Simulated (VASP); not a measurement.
# MgO (Fm-3m) in VASP: notebook, part 2 of 2

VASP 6.6.1. The steps go on from the part before.

### Step 3. Single point, PBE

Contents of INCAR:

```
SYSTEM = MgO
  PREC = Accurate
  ENCUT = 840
  EDIFF = 1E-6
  ISMEAR = 0
  SIGMA = 0.15
  LREAL = .False.
  LASPH = .True.
  NELM = 120
  ALGO = Normal
  ISIF = 2
  LWAVE = .False.
  LCHARG = .False.
  GGA = PE
  NBANDS = 15
  GGA_COMPAT = .False.
```

Contents of KPOINTS:

```
Automatic mesh
0
Gamma
  8 8 8
  0 0 0
```

Contents of POSCAR:

```
MgO
1.0
    0.0000000000      2.1652500000      2.1652500000
    2.1652500000      0.0000000000      2.1652500000
    2.1652500000      2.1652500000      0.0000000000
Mg O
1 1
Direct
    0.0000000000      0.0000000000      0.0000000000
    0.5000000000      0.5000000000      0.5000000000
```

Potentials or basis: VASP PAW PBE potentials, release 64 (Mg_sv, O).

Run with:

```sh
$ cat potpaw_PBE.64/Mg_sv/POTCAR potpaw_PBE.64/O/POTCAR > POTCAR
$ mpirun -np 1 vasp_std > vasp.out
```

OUTCAR:

```text
SYSTEM = MgO
   PREC = Accurate
   ENCUT = 840
   EDIFF = 1E-6
   ISMEAR = 0
   LREAL = .False.
   LASPH = .True.
   NELM = 120
   ISIF = 2
   GGA = PE

 ion  position               nearest neighbor table
   1  0.000  0.000  0.000-
   2  0.500  0.500  0.500-

  LATTYP: Found a face centered cubic cell.
 ALAT       =     4.3305000000

  Lattice vectors:

 A1 = (   0.0000000000,   2.1652500000,   2.1652500000)
 A2 = (   2.1652500000,   0.0000000000,   2.1652500000)
 A3 = (   2.1652500000,   2.1652500000,   0.0000000000)

Analysis of symmetry for initial positions (statically):
=====================================================================
 Subroutine PRICEL returns:
 Original cell was already a primitive cell.

 Routine SETGRP: Setting up the symmetry group for a
 face centered cubic supercell.

 Subroutine GETGRP returns: Found 48 space group operations
 (whereof 48 operations were pure point group operations)
 out of a pool of 48 trial point group operations.

The static configuration has the point symmetry O_h .

Analysis of symmetry for dynamics (positions and initial velocities):
=====================================================================
 Subroutine PRICEL returns:
 Original cell was already a primitive cell.

 Routine SETGRP: Setting up the symmetry group for a
 face centered cubic supercell.

 Subroutine GETGRP returns: Found 48 space group operations
 (whereof 48 operations were pure point group operations)
 out of a pool of 48 trial point group operations.

The dynamic configuration has the point symmetry O_h .

 Subroutine INISYM returns: Found 48 space group operations
 (whereof 48 operations are pure point group operations),
 and found     1 'primitive' translations

----------------------------------------------------------------------------------------

                                     Primitive cell
[... 119 lines left out ...]
   IVDW    =     0    specifies the selected vdW correction
   LEPSILON=     F    determine dielectric tensor
   LRPA    =     F    only Hartree local field effects (RPA)
 non-spin polarized calculation
 Gauss-broadening in eV      SIGMA  =   0.15
  energy-cutoff  :      840.00
  volume of cell :       20.30
 maximum number of plane-waves:      1139
 NGX is ok and might be reduce to    30
   NGX = 15   NGY = 15   NGZ = 15

 number of electron      16.0000003 magnetization

 Free energy of the ion-electron system (eV)
  ---------------------------------------------------
  ext. energy  EPLUGINS =         0.00000000
  ---------------------------------------------------
  free energy    TOTEN  =       -11.86332740 eV

  energy without entropy =      -11.86332740  energy(sigma->0) =      -11.86332740

 E-fermi :   3.2561     XC(G=0): -10.9797

 val. band max:        2.3440245472   @ k =   0.0000   0.0000   0.0000
 cond. band min:       6.3178150381   @ k =   0.0000   0.0000   0.0000
 fundamental gap:      3.9737904908
 Fermi energy:         3.2561174894

 k-point     1 :       0.0000    0.0000    0.0000
  band No.  band energies     occupation
      1     -70.2239      2.00000
      2     -36.9573      2.00000
      3     -36.9573      2.00000
      4     -36.9573      2.00000
      5     -14.5030      2.00000
      6       2.3440      2.00000
      7       2.3440      2.00000
      8       2.3440      2.00000
      9       6.3178      0.00000
     10      17.6748      0.00000
     11      17.6748      0.00000
     12      17.6748      0.00000
     13      21.3740      0.00000
     14      23.0623      0.00000
[... 401 lines left out ...]
      2     -37.0088      2.00000
      3     -36.9789      2.00000
      4     -36.9689      2.00000
      5     -13.2756      2.00000
      6      -1.3334      2.00000
      7       0.5946      2.00000
      8       1.4635      2.00000
      9      11.4439      0.00000
     10      13.7369      0.00000
     11      15.0269      0.00000
     12      18.2695      0.00000
     13      21.9163      0.00000
     14      23.3409      0.00000
     15      27.2295      0.00000

 [... further k-points ...]

------------------------ aborting loop because EDIFF is reached ----------------------------------------

  FORCE on cell =-STRESS in cart. coord.  units (eV):
  Direction    XX          YY          ZZ          XY          YZ          ZX
  --------------------------------------------------------------------------------------
  -------------------------------------------------------------------------------------
  Total       -0.9113691     -0.9113691     -0.9113691      0.0000000      0.0000000      0.0000000
  in kB      -71.9201775    -71.9201775    -71.9201775      0.0000000      0.0000000      0.0000000
  external PRESSURE =     -71.9201775 kB  Pullay stress =       0.0000000 kB

 VOLUME and BASIS-vectors are now :
 -----------------------------------------------------------------------------
  energy-cutoff  :      840.00
  volume of cell :       20.30
      direct lattice vectors                 reciprocal lattice vectors
     0.000000000  2.165250000  2.165250000    -0.230920217  0.230920217  0.230920217
     2.165250000  0.000000000  2.165250000     0.230920217 -0.230920217  0.230920217
     2.165250000  2.165250000  0.000000000     0.230920217  0.230920217 -0.230920217

 POSITION                                       TOTAL-FORCE (eV/Angst)
 -----------------------------------------------------------------------------------
      0.00000      0.00000      0.00000         0.000000     -0.000000     -0.000000
      2.16525      2.16525      2.16525        -0.000000      0.000000      0.000000
 -----------------------------------------------------------------------------------
    total drift:                                0.000000      0.000000      0.000000

  FREE ENERGIE OF THE ION-ELECTRON SYSTEM (eV)
  ---------------------------------------------------
  free  energy   TOTEN  =       -11.8633273999 eV

  energy  without entropy=      -11.8633273999  energy(sigma->0) =      -11.86332740
```

OSZICAR:

```text
N       E                     dE             d eps       ncg     rms          rms(c)
DAV:   1     0.154878887783E+03    0.15488E+03   -0.13196E+04   870   0.173E+03
DAV:   2    -0.779452642177E+01   -0.16267E+03   -0.15360E+03  1045   0.428E+02
DAV:   3    -0.133683117667E+02   -0.55738E+01   -0.55479E+01  1194   0.757E+01
DAV:   4    -0.134555834833E+02   -0.87272E-01   -0.87267E-01   954   0.935E+00
DAV:   5    -0.134574263994E+02   -0.18429E-02   -0.18429E-02  1151   0.110E+00    0.864E+00
DAV:   6    -0.118933358703E+02    0.15641E+01   -0.27314E+00   926   0.147E+01    0.299E+00
DAV:   7    -0.118755815547E+02    0.17754E-01   -0.12897E-01   996   0.336E+00    0.178E+00
DAV:   8    -0.118641539756E+02    0.11428E-01   -0.41728E-02  1108   0.230E+00    0.333E-01
DAV:   9    -0.118631092364E+02    0.10447E-02   -0.36876E-03  1003   0.545E-01    0.103E-01
DAV:  10    -0.118633395668E+02   -0.23033E-03   -0.29606E-04  1066   0.194E-01    0.539E-02
DAV:  11    -0.118633273055E+02    0.12261E-04   -0.29099E-05  1073   0.598E-02    0.547E-03
DAV:  12    -0.118633273999E+02   -0.94436E-07   -0.75163E-07   862   0.132E-02
   1 F= -.11863327E+02 E0= -.11863327E+02  d E =-.435475E-19
```

stdout:

```text
POSCAR found type information on POSCAR MgO
 POSCAR found :  2 types and       2 ions
 scaLAPACK will be used
 LDA part: xc-table for (Slater+PW92), standard interpolation
 POSCAR, INCAR and KPOINTS ok, starting setup
 FFT: planning ... GRIDC
 FFT: planning ... GRID_SOFT
 FFT: planning ... GRID
 WAVECAR not read
 entering main loop
```

It took 14 s on 1 thread of AMD EPYC 7R13 (Zen 3), shared host; peak memory 0.13 GiB.

Results:

* Free energy: -11.8633 eV
* Pressure: -7.2 GPa
* Band gap on the k mesh: 3.97 eV

Levels at points of the mesh, in eV from the valence-band top:
```tsv
k point	band 6	band 7	band 8	band 9	band 10	band 11
(0.00, 0.00, 0.00)	0.00	0.00	0.00	3.97	15.33	15.33
(0.50, 0.00, 0.00)	-4.26	-0.57	-0.57	7.39	11.69	15.49
(0.50, 0.50, 0.00)	-3.73	-1.23	-1.23	9.01	9.13	12.24
```

Caveat: the cell stands under tension.
